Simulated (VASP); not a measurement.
## KI: relaxation of cell and atoms with PBE

KI:

```xyz
4
Lattice="5.3144 0.0000 0.0000 -2.6572 4.6024 0.0000 0.0000 0.0000 8.6784" Properties=species:S:1:pos:R:3 pbc="T T T"
K     0.0000    3.0683    0.0000
K     2.6572    1.5341    4.3392
I     0.0000    3.0683    3.2544
I     2.6572    1.5341    7.5936
```

```
Program                : VASP 6.6.1
Task                   : relaxation of cell and atoms
Functional             : PBE
Potentials or basis    : VASP PAW PBE potentials, release 64 (K_sv, I)
Cutoff                 : 600 eV
k mesh                 : 6 × 6 × 4
Occupations            : fermi-dirac, width 0.02 eV
Spin                   : no spin polarisation
Dipole correction      : no
Further INCAR settings : ALGO = Normal; EDIFF = 1e-06; IBRION = 2; EDIFFG = -0.005; NSW = 80; ISIF = 3
```

```
Relaxed volume                        : 57.27 Å³/atom
Relaxed cell                          : a = 6.094 Å, b = 6.094 Å, c = 7.122 Å, α = 90.00°, β = 90.00°, γ = 120.00°
Space group after relaxing (to 0.1 Å) : P6_3/mmc (No. 194)
Energy gained by relaxing             : 101.9 meV/atom
Ionic steps                           : 30
Pressure after relaxing               : 0.0 GPa
Band gap on the k mesh                : 3.75 eV
```

Step by step:
| step | energy change (eV) | largest force (eV/Å) | pressure (GPa) | volume (Å³) |
| --- | --- | --- | --- | --- |
| 1 | 0.0000 | 0.0169 | 2.04 | 212.27 |
| 2 | -0.1826 | 0.0211 | 0.78 | 233.72 |
| 3 | -0.2289 | 0.0211 | 0.15 | 250.26 |
| 4 | -0.2313 | 0.0211 | 0.02 | 254.81 |
| 5 | -0.2313 | 0.0210 | -0.01 | 255.72 |
| 6 | -0.2315 | 0.0226 | -0.01 | 255.71 |
| 7 | -0.2322 | 0.0267 | -0.01 | 255.69 |
| 8 | -0.2332 | 0.0363 | -0.01 | 255.63 |
| 9 | -0.2342 | 0.0578 | -0.01 | 255.47 |
| 10 | -0.2344 | 0.0566 | -0.01 | 255.43 |
| 11 | -0.2351 | 0.0531 | -0.01 | 255.32 |
| 12 | -0.2365 | 0.0471 | -0.01 | 255.09 |
| 13 | -0.2389 | 0.0357 | -0.01 | 254.62 |
| 14 | -0.2432 | 0.0190 | -0.02 | 253.62 |
| 15 | -0.2538 | 0.0063 | -0.07 | 251.38 |
| 16 | -0.3055 | 0.0397 | -0.24 | 245.91 |
| 17 | -0.2423 | 0.4945 | 0.47 | 230.82 |
| 18 | -0.3135 | 0.0955 | -0.21 | 244.39 |
| 19 | -0.3904 | 0.0811 | -0.26 | 238.16 |
| 20 | -0.3918 | 0.0363 | -0.10 | 234.63 |
| 21 | -0.3981 | 0.0501 | -0.22 | 236.70 |
| 22 | -0.3989 | 0.0313 | -0.19 | 236.12 |
| 23 | -0.3967 | 0.0468 | -0.05 | 232.40 |
| 24 | -0.3999 | 0.0055 | -0.15 | 234.71 |
| 25 | -0.4040 | 0.0039 | -0.09 | 232.62 |
| 26 | -0.4070 | 0.0003 | 0.08 | 226.93 |
| 27 | -0.4075 | 0.0008 | 0.03 | 228.43 |
| 28 | -0.4075 | 0.0006 | 0.04 | 228.31 |
| 29 | -0.4076 | 0.0004 | 0.01 | 228.86 |
| 30 | -0.4076 | 0.0004 | 0.00 | 229.06 |

Final structure:
```xyz
4
Lattice="6.0943 0.0000 0.0000 -3.0471 5.2778 0.0000 0.0000 0.0000 7.1216" Properties=species:S:1:pos:R:3 pbc="T T T"
K     0.0000    3.5185    6.6767
K     3.0471    1.7593    3.1159
I     0.0000    3.5185    3.1155
I     3.0471    1.7593    6.6763
```

Levels at points of the mesh, in eV from the valence-band top:
```csv
k point,band 13,band 14,band 15,band 16,band 17,band 18,band 19,band 20
"(0.00, 0.00, 0.00)",-0.51,-0.26,-0.26,0.00,3.75,5.72,6.36,6.36
"(0.50, 0.00, 0.00)",-0.54,-0.48,-0.29,-0.15,5.34,5.51,5.84,5.86
"(0.00, 0.00, 0.50)",-0.40,-0.40,-0.40,-0.40,4.89,4.89,6.93,6.93
"(0.50, 0.00, 0.50)",-0.38,-0.38,-0.25,-0.25,5.43,5.43,7.02,7.02
```

Wall time 66 min on 1 thread of Oxide Virtual Turin-like Processor (shared host), peak memory 0.39 GiB.

Caveat: the structure was generated, so it needn't be the stable form of KI; a cell axis changed by over 15 % at a fixed basis, so the end point is rough; spin-orbit coupling is left out, which moves the levels of the heavy elements. A k mesh can miss the band edges.
